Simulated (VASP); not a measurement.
Set up this calculation in VASP 6.6.1, as the native input.

- Task: relaxation of cell and atoms
- Functional: LDA
- Potentials or basis: VASP PAW LDA potentials, release 64 (Al, Cu)
- Cutoff: 600 eV
- k mesh: 12 × 12 × 12
- Occupations: gaussian, width 0.1 eV
- Spin: no spin polarisation
- Dipole correction: no
- Further INCAR settings: ALGO = Normal; EDIFF = 1e-07; IBRION = 2; EDIFFG = -0.005; NSW = 100; ISIF = 3

The structure of Al3Cu lies in POSCAR:

```
Al3Cu
1.0
    3.9241510000      0.0000000000      0.0000000000
    0.0000000000      3.9241510000      0.0000000000
    0.0000000000      0.0000000000      3.9241510000
Al Cu
3 1
Direct
    0.0000000000      0.5000000000      0.5000000000
    0.5000000000      0.0000000000      0.5000000000
    0.5000000000      0.5000000000      0.0000000000
    0.0000000000      0.0000000000      0.0000000000
```

One way to write it, as run:

INCAR

```
PREC     = Accurate       # precision mode
ENCUT    = 600            # plane-wave cutoff, eV
EDIFF    = 1E-7           # SCF threshold, eV
ISMEAR   = 0              # smearing method
SIGMA    = 0.1            # smearing width, eV
LREAL    = False          # projectors in reciprocal space
LASPH    = True           # aspherical terms in the spheres
NELM     = 80             # most SCF steps
ALGO     = Normal         # electronic algorithm
ISIF     = 3              # what is computed and relaxed
LWAVE    = False          # write WAVECAR
LCHARG   = False          # write CHGCAR
IBRION   = 2              # ionic algorithm
NSW      = 100            # ionic steps
EDIFFG   = -0.005         # ionic threshold
```

KPOINTS

```
Automatic mesh
0
Gamma
  12 12 12
```

Potentials or basis: VASP PAW LDA potentials, release 64 (Al, Cu).

The run is started by

```bash
$ cat potpaw_LDA.64/Al/POTCAR potpaw_LDA.64/Cu/POTCAR > POTCAR
$ mpirun -np 1 vasp_std > vasp.out
```

It gave:

```
Relaxed volume                         : 14.36 Å³/atom
Relaxed cell                           : a = 3.858 Å, b = 3.858 Å, c = 3.858 Å, α = 90.00°, β = 90.00°, γ = 90.00°
Space group after relaxing (to 0.05 Å) : Pm-3m (No. 221)
Energy gained by relaxing              : 11.6 meV/atom
Ionic steps                            : 3
Pressure after relaxing                : 0.0 GPa
Band gap on the k mesh                 : zero (band 10 reaches 10.80 eV, above the bottom of band 11 at 6.63 eV)
```

It took 4.7 min on 1 thread of AMD EPYC 7R43 64-Core Processor (Zen 3) (shared host), peak memory 0.18 GiB.
